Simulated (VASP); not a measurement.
Here is a VASP 6.6.1 calculation.

INCAR

```
SYSTEM = Cu
  ALGO = Normal
  EDIFF = 1E-6
  ENCUT = 520
  GGA = PE
  ISIF = 2
  ISMEAR = 0
  LASPH = .True.
  LCHARG = .True.
  LELF = .True.
  LREAL = .False.
  LVHAR = .True.
  LWAVE = .False.
  NBANDS = 18
  NELM = 100
  PREC = Accurate
  SIGMA = 0.1
```

File KPOINTS:

```
k-points
0
Gamma
  12 12 4
  0 0 0
```

Contents of POSCAR:

```
Cu
1.0
    2.5340966698      0.0000000000      0.0000000000
   -1.2670483349      2.1945920917      0.0000000000
    0.0000000000      0.0000000000      4.1125710000
Cu
2
Direct
    0.3333333300      0.6666666700      0.2500000000
    0.6666666700      0.3333333300      0.7500000000
```

Potentials or basis: VASP PAW PBE potentials, release 64 (Cu).

Run with:

```sh
$ cat potpaw_PBE.64/Cu/POTCAR > POTCAR
$ mpirun -np 1 vasp_std > vasp.out
```

What does it give for the pressure?

7.8 GPa.

What does it give for the band gap on the k mesh?

Zero (band 11 reaches 12.08 eV, above the bottom of band 12 at 5.97 eV).

Stress tensor (GPa, compression positive):
```
7.71 0.00 0.00
0.00 7.71 0.00
0.00 0.00 7.92
```

Caveat: the k points lie up to 0.38 Å⁻¹ apart.
